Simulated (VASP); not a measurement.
# Ni5Pt7Au8 in VASP: further runs, part 3 of 3

VASP 6.6.1. Earlier steps stand in the parts before.

## 6. Single point, PBE

This run uses another cell than the first one, of 15.83 Å³/atom.

File INCAR:

```
ALGO     = Fast           # electronic algorithm
EDIFF    = 1E-6           # SCF threshold, eV
ENCUT    = 520            # plane-wave cutoff, eV
GGA      = PE             # functional
ISIF     = 2              # what is computed and relaxed
ISMEAR   = 0              # smearing method
LASPH    = T              # aspherical terms in the spheres
LCHARG   = F              # write CHGCAR
LREAL    = Auto         
LWAVE    = F              # write WAVECAR
NBANDS   = 120            # bands
NELM     = 60             # most SCF steps
PREC     = Accurate       # precision mode
SIGMA    = 0.1            # smearing width, eV
```

File KPOINTS:

```
k-points
0
Gamma
  3 4 4
```

File POSCAR:

```
Ni5Pt7Au8
1.0
    7.2435160000     -0.9160510000     -0.1633440000
   -0.9397440000      7.3156950000     -0.2378640000
   -0.2136640000     -0.1974790000      6.0875370000
Au Pt Ni
8 7 5
Direct
    0.1674517504      0.6129080820      0.4692829287
    0.8050958926      0.5621338240      0.3075925509
    0.3704719867      0.1246319949      0.0495734659
    0.4822254510      0.8883687778      0.3270696069
    0.9243482921      0.7270737550      0.8146918682
    0.1143323864      0.2327007602      0.3192258039
    0.8536502570      0.9406362294      0.4615687711
    0.3163804277      0.7437711455      0.9097069689
    0.6660400334      0.4018698676      0.8960947398
    0.2620483452      0.3645711348      0.7623409325
    0.4207796568      0.5042513264      0.1821201514
    0.5599792477      0.6417708517      0.6190968304
    0.2282249896      0.9964267789      0.6192205552
    0.6322994073      0.0240245060      0.7798857197
    0.5325661838      0.2690444396      0.4766810885
    0.9914580646      0.0999369916      0.9045429869
    0.0296867627      0.4563435802      0.0273508009
    0.8918915428      0.3110436425      0.6280687774
    0.7574690748      0.1827112203      0.1747471038
    0.0930127257      0.8587680748      0.1978021429
```

Potentials or basis: VASP PAW PBE potentials, release 64 (Au, Pt, Ni).

Launch:

```console
cat potpaw_PBE.64/Au/POTCAR potpaw_PBE.64/Pt/POTCAR potpaw_PBE.64/Ni/POTCAR > POTCAR
mpirun -np 1 vasp_std > vasp.out
```

OUTCAR:

```text
EDIFF = 1E-6
   ENCUT = 520
   GGA = PE
   ISIF = 2
   ISMEAR = 0
   LASPH = T
   LREAL = Auto
   NELM = 60
   PREC = Accurate

 ion  position               nearest neighbor table
   1  0.167  0.613  0.469-  20 2.66   2 2.70  10 2.81   6 2.82  11 2.84  13 2.84  18 2.86   8 2.86
                             4 2.87  17 2.89  12 2.91   5 3.04
   2  0.805  0.562  0.308-  17 2.64   1 2.70   9 2.74  20 2.77  11 2.79  19 2.80  12 2.81   7 2.82
                            15 2.83  18 2.92   5 3.24   5 3.38
   3  0.370  0.125  0.050-  20 2.68   4 2.74   6 2.78  10 2.78  13 2.79  14 2.79  11 2.80  19 2.81
                             8 2.81  16 2.82   9 2.82  15 2.83
   4  0.482  0.888  0.327-   7 2.72   3 2.74  12 2.76   8 2.79  19 2.81  15 2.83  11 2.84  13 2.86
                            20 2.86   1 2.87  14 2.94
   5  0.924  0.727  0.815-  20 2.60  16 2.69  17 2.69   9 2.75  12 2.76   7 2.84   8 2.86  13 2.94
                             1 3.04  18 3.16   2 3.24   2 3.38  14 3.43
   6  0.114  0.233  0.319-  19 2.63  17 2.65  16 2.68  18 2.68   7 2.71  20 2.78   3 2.78  11 2.81
                             1 2.82  13 2.83  10 2.87  15 3.09
   7  0.854  0.941  0.462-  20 2.59   6 2.71   4 2.72  14 2.73  19 2.76  13 2.77  18 2.80   2 2.82
                             5 2.84  16 2.90  12 2.91
   8  0.316  0.744  0.910-  20 2.70  11 2.71  17 2.74  12 2.78   4 2.79  13 2.81  10 2.81   3 2.81
                             1 2.86   5 2.86  14 2.87
   9  0.666  0.402  0.896-  18 2.56  19 2.59  17 2.66  15 2.72  12 2.74   2 2.74   5 2.75  11 2.77
                            14 2.78   3 2.82  10 2.96
  10  0.262  0.365  0.762-  17 2.58  16 2.63  18 2.71  13 2.75  11 2.78   3 2.78  12 2.81   8 2.81
                             1 2.81   6 2.87  15 2.89   9 2.96
  11  0.421  0.504  0.182-   8 2.71   9 2.77  10 2.78   2 2.79   3 2.80  15 2.80   6 2.81  12 2.83
                             4 2.84   1 2.84  17 2.89
  12  0.560  0.642  0.619-   9 2.74   4 2.76   5 2.76   8 2.78  15 2.79  10 2.81   2 2.81  11 2.83
                            14 2.84   1 2.91   7 2.91
  13  0.228  0.996  0.619-  16 2.72  20 2.74  10 2.75   7 2.77   3 2.79   8 2.81  15 2.81   6 2.83
                             1 2.84   4 2.86   5 2.94  14 3.01
  14  0.632  0.024  0.780-  16 2.60  19 2.63  18 2.71   7 2.73   9 2.78   3 2.79  12 2.84  15 2.85
                             8 2.87   4 2.94  13 3.01   5 3.43
  15  0.533  0.269  0.477-  18 2.67  19 2.68   9 2.72  12 2.79  11 2.80  13 2.81   4 2.83   3 2.83
                             2 2.83  14 2.85  10 2.89   6 3.09
  16  0.991  0.100  0.905-  18 2.56  19 2.59  14 2.60  10 2.63  17 2.63   6 2.68   5 2.69  13 2.72
                            20 2.79   3 2.82   7 2.90
  17  0.030  0.456  0.027-  10 2.58  16 2.63  18 2.64   2 2.64   6 2.65   9 2.66   5 2.69  19 2.69
                             8 2.74  11 2.89   1 2.89  20 3.00
  18  0.892  0.311  0.628-  16 2.56   9 2.56  17 2.64  15 2.67   6 2.68  10 2.71  14 2.71   7 2.80
                             1 2.86  19 2.90   2 2.92   5 3.16
  19  0.757  0.183  0.175-   9 2.59  16 2.59  14 2.63   6 2.63  15 2.68  17 2.69   7 2.76   2 2.80
                             4 2.81   3 2.81  18 2.90
  20  0.093  0.859  0.198-   7 2.59   5 2.60   1 2.66   3 2.68   8 2.70  13 2.74   2 2.77   6 2.78
                            16 2.79   4 2.86  17 3.00

  LATTYP: Found a triclinic cell.
 ALAT       =     7.3796403301
 B/A-ratio  =     1.5729021176
 C/A-ratio  =     0.8258513305
 COS(alpha) =     0.0046757899
 COS(beta)  =     0.0598533808
 COS(gamma) =     0.7930162710

  Lattice vectors:

 A1 = (   0.9397440000,  -7.3156950000,   0.2378640000)
 A2 = (   8.1832600000,  -8.2317460000,   0.0745200000)
 A3 = (  -0.2136640000,  -0.1974790000,   6.0875370000)

Analysis of symmetry for initial positions (statically):
=====================================================================
 Subroutine PRICEL returns:
 Original cell was already a primitive cell.

 Routine SETGRP: Setting up the symmetry group for a
 triclinic supercell.

 Subroutine GETGRP returns: Found  1 space group operations
 (whereof  1 operations were pure point group operations)
[... 145 lines left out ...]
   ICHARG =      2    charge: 1-file 2-atom 10-const
   ISPIN  =      1    spin polarized calculation?
   LNONCOLLINEAR =      F non collinear calculations
   LSORBIT =      F    spin-orbit coupling
   LASPH  =      T    aspherical Exc in radial PAW
   ENCUT  =  520.0 eV  38.22 Ry    6.18 a.u.  13.58 13.72 11.33*2*pi/ulx,y,z
   NELM   =     60;   NELMIN=  2; NELMDL= -5     # of ELM steps
   EDIFF  = 0.1E-05   stopping-criterion for ELM
   LREAL  =      T    real-space projection
   EDIFFG = 0.1E-04   stopping-criterion for IOM
   NSW    =      0    number of steps for IOM
   IBRION =     -1    ionic relax: 0-MD 1-quasi-New 2-CG
   NFREE  =      0    steps in history (QN), initial steepest desc. (CG)
   ISIF   =      2    stress and relaxation
   ISYM   =      2    0-nonsym 1-usesym 2-fastsym
   POTIM  = 0.5000    time-step for ionic-motion
   TEBEG  =    0.0;   TEEND  =   0.0 temperature during run
   PSTRESS=    0.0 pullay stress
   NELECT =     208.0000    total number of electrons
   NUPDOWN=      -1.0000    fix difference up-down
   EMIN   =  10.00;   EMAX   =-10.00  energy-range for DOS
   EFERMI =   0.00;   METHOD = LEGACY
   ISMEAR =     0;   SIGMA  =   0.10  broadening in eV -4-tet -1-fermi 0-gaus
   EFERMI_NEDOS =   21; number of points for ismear=-14 and -15
   IALGO  =     68    algorithm
   IMIX   =      4    mixing-type and parameters
     AMIX     =   0.40;   BMIX     =  1.00
     AMIX_MAG =   1.60;   BMIX_MAG =  1.00
  volume/ion in A,a.u.               =      15.83       106.85
  Fermi-wavevector in a.u.,A,eV,Ry     =   1.423066  2.689206 27.553405  2.025118
  Thomas-Fermi vector in A             =   2.543703
   LORBIT       =      0    0 simple, 1 ext, 2 COOP (PROOUT), +10 PAW based schemes
   GGA     = PE    functional components
   LHFCALC =     F    Hartree Fock is set to
   AEXX    =    0.0000 exact exchange contribution
   IVDW    =     0    specifies the selected vdW correction
   LEPSILON=     F    determine dielectric tensor
   LRPA    =     F    only Hartree local field effects (RPA)
 non-spin polarized calculation
 RMM-DIIS sequential band-by-band and
 Gauss-broadening in eV      SIGMA  =   0.10
  energy-cutoff  :      520.00
  volume of cell :      316.67
 maximum number of plane-waves:      8553
 NGX is ok and might be reduce to    54
   NGX = 27   NGY = 27   NGZ = 23

 number of electron     207.9999999 magnetization

 Free energy of the ion-electron system (eV)
  ---------------------------------------------------
  ext. energy  EPLUGINS =         0.00000000
  ---------------------------------------------------
  free energy    TOTEN  =       -93.60774763 eV

  energy without entropy =      -93.45682467  energy(sigma->0) =      -93.53228615

 E-fermi :   8.8361     XC(G=0): -12.6461

 val. band max:        8.8341146244   @ k =  -0.0000   0.2500   0.2500
 cond. band min:       8.8448991633   @ k =   0.0000   0.0000   0.0000
 fundamental gap:      0.0107845388
 Fermi energy:         8.8361013029

 k-point     1 :       0.0000    0.0000    0.0000
  band No.  band energies     occupation
      1      -0.3601      2.00000
      2       2.2587      2.00000
      3       2.3072      2.00000
      4       2.4089      2.00000
      5       2.4473      2.00000
      6       2.6000      2.00000
[... 2845 lines left out ...]
    115      12.4852      0.00000
    116      12.7798      0.00000

 [... further k-points ...]

 [bands above 116 left out]

------------------------ aborting loop because EDIFF is reached ----------------------------------------

  FORCE on cell =-STRESS in cart. coord.  units (eV):
  Direction    XX          YY          ZZ          XY          YZ          ZX
  --------------------------------------------------------------------------------------
  -------------------------------------------------------------------------------------
  Total        0.1528266      0.6943849      0.8991351     -0.4907169     -1.0462351     -0.2175009
  in kB        0.7732095      3.5131653      4.5490764     -2.4827291     -5.2933131     -1.1004223
  external PRESSURE =       2.9451504 kB  Pullay stress =       0.0000000 kB

 VOLUME and BASIS-vectors are now :
 -----------------------------------------------------------------------------
  energy-cutoff  :      520.00
  volume of cell :      316.67
      direct lattice vectors                 reciprocal lattice vectors
     7.243516000 -0.916051000 -0.163344000     0.140483917  0.018225529  0.005522022
    -0.939744000  7.315695000 -0.237864000     0.017711442  0.139134517  0.005135154
    -0.213664000 -0.197479000  6.087537000     0.004461594  0.005925569  0.164618869

 POSITION                                       TOTAL-FORCE (eV/Angst)
 -----------------------------------------------------------------------------------
      0.53669      4.23778      2.68364         0.000157     -0.017007      0.027241
      5.23774      3.31415      1.60726         0.004519     -0.024627     -0.019802
      2.55581      0.56261      0.21162        -0.022813     -0.028544     -0.009243
      2.58829      5.99270      1.70097         0.001934      0.051440      0.003997
      5.83820      4.31142      4.63554         0.027515      0.024700     -0.001235
      0.54128      1.53459      1.86927         0.013831      0.016542     -0.034483
[... 12 lines left out ...]
      5.27770      0.60827      0.89659        -0.011474      0.020344      0.047217
     -0.17555      6.15822      0.98466         0.056782      0.020279      0.037486
 -----------------------------------------------------------------------------------
    total drift:                               -0.005120     -0.002704     -0.004428

  FREE ENERGIE OF THE ION-ELECTRON SYSTEM (eV)
  ---------------------------------------------------
  free  energy   TOTEN  =       -93.6077476260 eV

  energy  without entropy=      -93.4568246660  energy(sigma->0) =      -93.53228615
```

It took 48 min on 1 thread of Oxide Virtual Turin-like, shared host; peak memory 0.75 GiB.

What came out:

* Free energy: -93.6077 eV
* Pressure: 0.3 GPa
* Largest force: 0.106 eV/Å
* Band gap on the k mesh: zero (bands 104 and 105 overlap by 0.10 eV)

Forces on the atoms (eV/Å):
```
Au   0.000 -0.017  0.027
Au   0.005 -0.025 -0.020
Au  -0.023 -0.029 -0.009
Au   0.002  0.051  0.004
Au   0.028  0.025 -0.001
Au   0.014  0.017 -0.034
Au  -0.018  0.014  0.036
Au  -0.023 -0.007 -0.046
Pt  -0.065 -0.007 -0.084
Pt   0.013  0.004 -0.007
Pt   0.028  0.001  0.013
Pt   0.048  0.003  0.006
Pt  -0.037 -0.048  0.001
Pt  -0.009 -0.086 -0.009
Pt  -0.001  0.032  0.064
Ni  -0.053  0.009  0.006
Ni   0.022 -0.024 -0.014
Ni   0.023  0.045 -0.017
Ni  -0.011  0.020  0.047
Ni   0.057  0.020  0.037
```

Caveat: spin-orbit coupling is left out, which moves the levels of the heavy elements. Spin polarisation is off, so any magnetic state and its effect on volume and gap are missing.

## 7. The runs side by side

| cell | k mesh | cutoff (eV) | smearing | pressure (GPa) | largest force (eV/Å) |
| --- | --- | --- | --- | --- | --- |
| a = 6.727, b = 6.822, c = 6.859 Å, angles 89.5, 94.3, 89.5°, 20 atoms, atomic positions A | 1 × 1 × 1, shifted | 400 | fermi-dirac 0.0844 eV | 9.1 | 3.35 |
| a = 6.727, b = 6.822, c = 6.859 Å, angles 89.5, 94.3, 89.5°, 20 atoms, atomic positions B | 1 × 1 × 1, shifted | 400 | fermi-dirac 0.05 eV | 6.9 | 1.96 |
| a = 6.727, b = 6.822, c = 6.859 Å, angles 89.5, 94.3, 89.5°, 20 atoms, atomic positions C | 1 × 1 × 1, shifted | 400 | fermi-dirac 0.05 eV | 6.6 | 1.57 |
| a = 6.727, b = 6.822, c = 6.859 Å, angles 89.5, 94.3, 89.5°, 20 atoms, atomic positions D | 1 × 1 × 1, shifted | 400 | fermi-dirac 0.05 eV | 6.9 | 2.51 |
| a = 7.303, b = 7.380, c = 6.094 Å, angles 93.4, 93.0, 104.5°, 20 atoms, atomic positions E | 3 × 4 × 4 | 520 | gaussian 0.1 eV | 0.3 | 0.11 |

Alike in all rows: task single point; level PBE; potentials or basis VASP PAW PBE potentials, release 64 (Au, Pt, Ni); no spin polarisation.

Caveats: spin-orbit coupling is left out, which moves the levels of the heavy elements; the atoms stand as in a frame of molecular dynamics (at least some runs).

Absolute energies hang on the potentials; compare differences alone.
